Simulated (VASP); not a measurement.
# Sb (P6_3/mmc) in VASP: a series of runs, part 3 of 3

VASP 6.6.1. The steps go on from the part before.

## Step 5: Electric field gradients, LDA (volume scaled by 0.99)

INCAR

```
PREC = Accurate
ENCUT = 520
EDIFF = 1E-8
ISMEAR = -1
SIGMA = 0.03
LREAL = False
LASPH = True
NELM = 80
ALGO = Normal
ISIF = 2
LWAVE = False
LCHARG = False
GGA = CA
LEFG = True
NBANDS = 12
```

KPOINTS

```
Automatic mesh
0
Gamma
  12 12 7
```

POSCAR

```
Sb
1.0
    3.3577325362      0.0000000000      0.0000000000
   -1.6788662682      2.9078816755      0.0000000000
    0.0000000000      0.0000000000      5.3121737799
Sb
2
Direct
    0.3333333333      0.6666666667      0.2500000000
    0.6666666667      0.3333333333      0.7500000000
```

Potentials or basis: VASP PAW LDA potentials, release 64 (Sb).

Launch:

```bash
cat potpaw_LDA.64/Sb/POTCAR > POTCAR
mpirun -np 1 vasp_std > vasp.out
```

OUTCAR:

```text
PREC = Accurate
   ENCUT = 520
   EDIFF = 1E-8
   ISMEAR = -1
   LREAL = False
   LASPH = True
   NELM = 80
   ISIF = 2
   GGA = CA

 ion  position               nearest neighbor table
   1  0.333  0.667  0.250-   2 3.29   2 3.29   2 3.29   2 3.29   2 3.29   2 3.29
   2  0.667  0.333  0.750-   1 3.29   1 3.29   1 3.29   1 3.29   1 3.29   1 3.29

  LATTYP: Found a hexagonal cell.
 ALAT       =     3.3577325362
 C/A-ratio  =     1.5820717471

  Lattice vectors:

 A1 = (   3.3577325362,   0.0000000000,   0.0000000000)
[... 575 lines left out ...]
  ---------------------------------------------------
  free  energy   TOTEN  =        -9.1505575910 eV

  energy  without entropy=       -9.1474688817  energy(sigma->0) =       -9.14901324

 Electric field gradients (V/A^2)
---------------------------------------------------------------------
 ion       V_xx      V_yy      V_zz      V_xy      V_xz      V_yz
---------------------------------------------------------------------
   1     -11.879   -11.879    23.758    -0.000     0.000    -0.000
   2     -11.879   -11.879    23.758    -0.000    -0.000     0.000
---------------------------------------------------------------------

 Electric field gradients after diagonalization (V/A^2)
 (convention: |V_zz| > |V_xx| > |V_yy|)
----------------------------------------------------------------------
 ion       V_xx      V_yy      V_zz     asymmetry (V_yy - V_xx)/ V_zz
----------------------------------------------------------------------
   1     -11.879   -11.879    23.758       0.000
   2     -11.879   -11.879    23.758       0.000
----------------------------------------------------------------------

           NMR quadrupolar parameters

 Cq : quadrupolar parameter    Cq=e*Q*V_zz/h
 eta: asymmetry parameters     (V_yy - V_xx)/ V_zz
 Q  : nuclear electric quadrupole moment in mb (millibarn)
----------------------------------------------------------------------
 ion       Cq(MHz)       eta       Q (mb)
----------------------------------------------------------------------
   1       0.057       0.000       1.000
   2       0.057       0.000       1.000
----------------------------------------------------------------------
```

OSZICAR:

```text
N       E                     dE             d eps       ncg     rms          rms(c)
DAV:   1     0.343594008059E+02    0.34359E+02   -0.35961E+03  1824   0.667E+02
DAV:   2    -0.717299685687E+01   -0.41532E+02   -0.40447E+02  2508   0.112E+02
DAV:   3    -0.914770926463E+01   -0.19747E+01   -0.19144E+01  2280   0.264E+01
DAV:   4    -0.916440190354E+01   -0.16693E-01   -0.16691E-01  2100   0.291E+00
DAV:   5    -0.916457813183E+01   -0.17623E-03   -0.17623E-03  2192   0.334E-01    0.271E+00
DAV:   6    -0.915550302664E+01    0.90751E-02   -0.32962E-03  2060   0.257E-01    0.155E+00
DAV:   7    -0.915057969897E+01    0.49233E-02   -0.60304E-03  1920   0.348E-01    0.282E-02
DAV:   8    -0.915055854677E+01    0.21152E-04   -0.73310E-05  2184   0.606E-02    0.156E-02
DAV:   9    -0.915055808412E+01    0.46266E-06   -0.15665E-06  2024   0.920E-03    0.401E-03
DAV:  10    -0.915055760877E+01    0.47535E-06   -0.44757E-07  2048   0.332E-03    0.318E-03
DAV:  11    -0.915055759233E+01    0.16440E-07   -0.10640E-08  1612   0.709E-04    0.111E-04
DAV:  12    -0.915055759099E+01    0.13326E-08   -0.13338E-09  1224   0.273E-04
   1 F= -.91505576E+01 E0= -.91490132E+01  d E =-.308871E-02
```

stdout:

```text
POSCAR found type information on POSCAR Sb
 POSCAR found :  1 types and       2 ions
 scaLAPACK will be used
 LDA part: xc-table for (Slater(with rela. corr.)+CA(PZ))
 , standard interpolation
 POSCAR, INCAR and KPOINTS ok, starting setup
 FFT: planning ... GRIDC
 FFT: planning ... GRID_SOFT
 FFT: planning ... GRID
 WAVECAR not read
 entering main loop
ion   1

ion   2
```

Run time: 32 s. Hardware: 1 thread of Intel Xeon 6975P-C, shared host; peak memory 0.18 GiB.

Results:

```
Free energy            : -9.1506 eV
Pressure               : -0.6 GPa
Band gap on the k mesh : zero (band 5 reaches 12.92 eV, above the bottom of band 6 at 5.96 eV)
```

Electric field gradients, principal values (V/Å²):
| atom | least | middle | greatest (by size) |
| --- | --- | --- | --- |
| 1 Sb | -11.879 | -11.879 | 23.758 |
| 2 Sb | -11.879 | -11.879 | 23.758 |

Caveat: the cell differs from its parent crystal (volume scaled by 0.99); without QUAD_EFG the Cq values of the log hold for a quadrupole moment of 1 mb, not for the nuclei; spin-orbit coupling is left out, which moves the levels of the heavy elements.

## Step 6: Electric field gradients, LDA

This run uses another cell than the first one, of 26.20 Å³/atom, 1.020 times its volume.

INCAR

```
SYSTEM = Sb
PREC = Accurate
ENCUT = 520
EDIFF = 1E-8
ISMEAR = -1
SIGMA = 0.03
LREAL = .FALSE.
LASPH = .TRUE.
NELM = 100
ALGO = Normal
ISIF = 2
LWAVE = .FALSE.
LCHARG = .FALSE.
LEFG = .TRUE.
NBANDS = 12
```

KPOINTS

```
regular mesh
0
G
  12 12 7
  0 0 0
```

POSCAR

```
Sb
1.0
    3.3690001795      0.0000000000      0.0000000000
   -1.6845000898      2.9176397408      0.0000000000
    0.0000000000      0.0000000000      5.3300000000
Sb
2
Direct
    0.3333333333      0.6666666667      0.2500000000
    0.6666666667      0.3333333333      0.7500000000
```

Potentials or basis: VASP PAW LDA potentials, release 64 (Sb).

Launch:

```bash
cat potpaw_LDA.64/Sb/POTCAR > POTCAR
mpirun -np 1 vasp_std > vasp.out
```

OUTCAR:

```text
SYSTEM = Sb
   PREC = Accurate
   ENCUT = 520
   EDIFF = 1E-8
   ISMEAR = -1
   LREAL = .FALSE.
   LASPH = .TRUE.
   NELM = 100
   ISIF = 2

 ion  position               nearest neighbor table
   1  0.333  0.667  0.250-   2 3.30   2 3.30   2 3.30   2 3.30   2 3.30   2 3.30
   2  0.667  0.333  0.750-   1 3.30   1 3.30   1 3.30   1 3.30   1 3.30   1 3.30

  LATTYP: Found a hexagonal cell.
 ALAT       =     3.3690001795
 C/A-ratio  =     1.5820717471

  Lattice vectors:

 A1 = (   3.3690001795,   0.0000000000,   0.0000000000)
 A2 = (  -1.6845000898,   2.9176397408,   0.0000000000)
 A3 = (   0.0000000000,   0.0000000000,   5.3300000000)
[... 574 lines left out ...]
  free  energy   TOTEN  =        -9.1476024471 eV

  energy  without entropy=       -9.1446111225  energy(sigma->0) =       -9.14610678

 Electric field gradients (V/A^2)
---------------------------------------------------------------------
 ion       V_xx      V_yy      V_zz      V_xy      V_xz      V_yz
---------------------------------------------------------------------
   1     -12.068   -12.068    24.135     0.000     0.000    -0.000
   2     -12.068   -12.068    24.135     0.000    -0.000     0.000
---------------------------------------------------------------------

 Electric field gradients after diagonalization (V/A^2)
 (convention: |V_zz| > |V_xx| > |V_yy|)
----------------------------------------------------------------------
 ion       V_xx      V_yy      V_zz     asymmetry (V_yy - V_xx)/ V_zz
----------------------------------------------------------------------
   1     -12.068   -12.068    24.135       0.000
   2     -12.068   -12.068    24.135       0.000
----------------------------------------------------------------------

           NMR quadrupolar parameters

 Cq : quadrupolar parameter    Cq=e*Q*V_zz/h
 eta: asymmetry parameters     (V_yy - V_xx)/ V_zz
 Q  : nuclear electric quadrupole moment in mb (millibarn)
----------------------------------------------------------------------
 ion       Cq(MHz)       eta       Q (mb)
----------------------------------------------------------------------
   1       0.058       0.000       1.000
   2       0.058       0.000       1.000
----------------------------------------------------------------------
```

OSZICAR:

```text
N       E                     dE             d eps       ncg     rms          rms(c)
DAV:   1     0.363768861810E+02    0.36377E+02   -0.35918E+03  1824   0.668E+02
DAV:   2    -0.723205068888E+01   -0.43609E+02   -0.42337E+02  2536   0.110E+02
DAV:   3    -0.914657557137E+01   -0.19145E+01   -0.18807E+01  2312   0.261E+01
DAV:   4    -0.916165364047E+01   -0.15078E-01   -0.15076E-01  2052   0.286E+00
DAV:   5    -0.916181634439E+01   -0.16270E-03   -0.16270E-03  2204   0.324E-01    0.266E+00
DAV:   6    -0.915258196353E+01    0.92344E-02   -0.35299E-03  2020   0.265E-01    0.152E+00
DAV:   7    -0.914762499827E+01    0.49570E-02   -0.64213E-03  1936   0.359E-01    0.289E-02
DAV:   8    -0.914760332884E+01    0.21669E-04   -0.77042E-05  2160   0.622E-02    0.155E-02
DAV:   9    -0.914760298461E+01    0.34423E-06   -0.15897E-06  2068   0.931E-03    0.394E-03
DAV:  10    -0.914760246363E+01    0.52097E-06   -0.49544E-07  2028   0.347E-03    0.325E-03
DAV:  11    -0.914760244709E+01    0.16544E-07   -0.11038E-08  1636   0.723E-04    0.138E-04
DAV:  12    -0.914760244710E+01   -0.14552E-10   -0.13990E-09  1168   0.280E-04
   1 F= -.91476024E+01 E0= -.91461068E+01  d E =-.299132E-02
```

stdout:

```text
POSCAR found type information on POSCAR Sb
 POSCAR found :  1 types and       2 ions
 scaLAPACK will be used
 LDA part: xc-table for (Slater(with rela. corr.)+CA(PZ))
 , standard interpolation
 POSCAR, INCAR and KPOINTS ok, starting setup
 FFT: planning ... GRIDC
 FFT: planning ... GRID_SOFT
 FFT: planning ... GRID
 WAVECAR not read
 entering main loop
ion   1

ion   2
```

Run time: 33 s. Hardware: 1 thread of Intel Xeon 6975P-C, shared host; peak memory 0.18 GiB.

Results:

```yaml
Free_energy: -9.1476 eV
Pressure: -1.3 GPa
Band_gap_on_the_k_mesh: zero (band 5 reaches 12.73 eV, above the bottom of band 6 at 5.86 eV)
```

Levels at points of the mesh, in eV from the Fermi level:
```tsv
k point	band 3	band 4	band 5	band 6	band 7	band 8
(0.00, 0.00, 0.00)	-5.94	3.25	3.25	5.03	5.03	5.94
(0.50, 0.00, 0.00)	-4.27	-2.92	-2.41	-0.19	0.08	3.70
```

Electric field gradients, principal values (V/Å²):
| atom | least | middle | greatest (by size) |
| --- | --- | --- | --- |
| 1 Sb | -12.068 | -12.068 | 24.135 |
| 2 Sb | -12.068 | -12.068 | 24.135 |

Caveat: without QUAD_EFG the Cq values of the log hold for a quadrupole moment of 1 mb, not for the nuclei; spin-orbit coupling is left out, which moves the levels of the heavy elements.

## Step 7: The runs side by side

```csv
cell,gap on the mesh (eV),pressure (GPa)
"a = 3.346, b = 3.346, c = 5.294 Å, angles 90.0, 90.0, 120.0°, 2 atoms",none,0.2
"a = 3.358, b = 3.358, c = 5.312 Å, angles 90.0, 90.0, 120.0°, 2 atoms",none,-0.6
"a = 3.369, b = 3.369, c = 5.330 Å, angles 90.0, 90.0, 120.0°, 2 atoms",none,-1.3
```

Alike in all rows: task electric field gradients; level LDA; potentials or basis VASP PAW LDA potentials, release 64 (Sb); no spin polarisation; k mesh 12 × 12 × 7; cutoff (eV) 520; smearing fermi-dirac 0.03 eV.

Caveats: spin-orbit coupling is left out, which moves the levels of the heavy elements.

Total energies depend on the potentials used, so only differences within one code and one set of settings carry meaning.
